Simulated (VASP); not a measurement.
Set up this calculation in VASP 6.6.1, as the native input.

```yaml
Task: single point
Functional: PBEsol
Potentials_or_basis: VASP PAW PBE potentials, release 64 (Al, Co)
Cutoff: 520 eV
k_mesh: 16 × 16 × 16
Occupations: gaussian, width 0.15 eV
Spin: no spin polarisation
Dipole_correction: no
Further_INCAR_settings: ALGO = Normal; EDIFF = 1e-07; NBANDS = 13
```

The structure of AlCo lies in POSCAR:

```
AlCo
1.0
    2.9321793384      0.0000000000      0.0000000000
    0.0000000000      2.9321793384      0.0000000000
    0.0000000000      0.0000000000      3.0449554668
Al Co
1 1
Direct
    0.0000000000      0.0000000000      0.0000000000
    0.5000000000      0.5000000000      0.5000000000
```

This cell differs from its parent crystal: strain +0.040 along x and y, +0.080 along z.

One way to write it, as run:

INCAR

```
SYSTEM = AlCo
  PREC = Accurate
  ENCUT = 520
  EDIFF = 1E-7
  ISMEAR = 0
  SIGMA = 0.15
  LREAL = .FALSE.
  LASPH = .TRUE.
  NELM = 60
  ALGO = Normal
  ISIF = 2
  LWAVE = .FALSE.
  LCHARG = .FALSE.
  GGA = PS
  NBANDS = 13
```

KPOINTS

```
regular mesh
0
G
  16 16 16
  0 0 0
```

Potentials or basis: VASP PAW PBE potentials, release 64 (Al, Co).

Command:

```sh
$ cat potpaw_PBE.64/Al/POTCAR potpaw_PBE.64/Co/POTCAR > POTCAR
$ mpirun -np 1 vasp_std > vasp.out
```

Results of the run:

- Pressure: -21.0 GPa
- Band gap on the k mesh: zero (bands 6 and 7 overlap by 2.57 eV)

Caveat: the cell differs from its parent crystal (strain +0.040 along x and y, +0.080 along z); the cell stands under tension; the PAW data sets were made with another functional, which shifts forces and pressure a little; the run has no spin polarisation, though such a crystal can be magnetic.

Wall time 2.6 min on 1 thread of AMD EPYC 7R13, on a shared host, peak memory 0.23 GiB.
